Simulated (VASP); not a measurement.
A run of VASP 6.6.1:

Contents of INCAR:

```
SYSTEM = Si
ALGO = Normal
EDIFF = 1E-6
ENCUT = 500
GGA = PE
GGA_COMPAT = .False.
ISIF = 2
ISMEAR = -1
LASPH = .True.
LCHARG = .False.
LREAL = .False.
LWAVE = .False.
NBANDS = 11
NELM = 120
PREC = Accurate
SIGMA = 0.15
```

File KPOINTS:

```
k-points
0
Gamma
  13 13 7
  0 0 0
```

The input POSCAR:

```
Si
1.0
    2.4641992631      0.0000000000      0.0000000000
   -1.2320996316      2.1340590743      0.0000000000
    0.0000000000      0.0000000000      4.1863156058
Si
2
Direct
    0.3333333333      0.6666666667      0.2500000000
    0.6666666667      0.3333333333      0.7500000000
```

Potentials or basis: VASP PAW PBE potentials, release 64 (Si).

The run is started by

```bash
$ cat potpaw_PBE.64/Si/POTCAR > POTCAR
$ mpirun -np 1 vasp_std > vasp.out
```

Hardware: 1 thread of Intel Xeon 8259CL, with other jobs on the host.

Estimate the wall time of this run.

Run time: 21 s on 1 thread of Intel Xeon 8259CL (shared host), peak memory 0.13 GiB. Counts: scf iterations 10, k points 84.
